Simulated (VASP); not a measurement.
**W: single point with PBE**

W:

```xyz
2
Lattice="2.7799 0.0000 0.0000 -1.3900 2.4075 0.0000 0.0000 0.0000 4.9381" Properties=species:S:1:pos:R:3 pbc="T T T"
W     0.0000    1.6050    1.2345
W     1.3900    0.8025    3.7036
```

```json
{
  "Program": "VASP 6.6.1",
  "Task": "single point",
  "Functional": "PBE",
  "Potentials or basis": "VASP PAW PBE potentials, release 64 (W_sv)",
  "Cutoff": "520 eV",
  "k mesh": "9 × 9 × 5",
  "Occupations": "fermi-dirac, width 0.1 eV",
  "Spin": "no spin polarisation",
  "Dipole correction": "no",
  "Further INCAR settings": "ALGO = Normal; EDIFF = 1e-06; NBANDS = 21"
}
```

```yaml
Pressure: 0.4 GPa
Band_gap_on_the_k_mesh: zero (band 14 reaches 11.55 eV, above the bottom of band 15 at 10.09 eV)
```

Stress tensor (GPa, compression positive):
```
0.47 0.00 0.00
0.00 0.47 0.00
0.00 0.00 0.36
```

Levels at points of the mesh, in eV from the Fermi level:
```tsv
k point	band 10	band 11	band 12	band 13	band 14	band 15	band 16	band 17	band 18	band 19
(0.00, 0.00, 0.00)	-5.86	-1.65	-0.43	-0.43	-0.29	0.15	0.15	1.97	1.97	4.25
```

It took 7.4 s on 1 thread of Intel(R) Xeon(R) 6975P-C (Granite Rapids) (shared host), peak memory 0.17 GiB.

Caveat: spin-orbit coupling is left out, which moves the levels of the heavy elements.
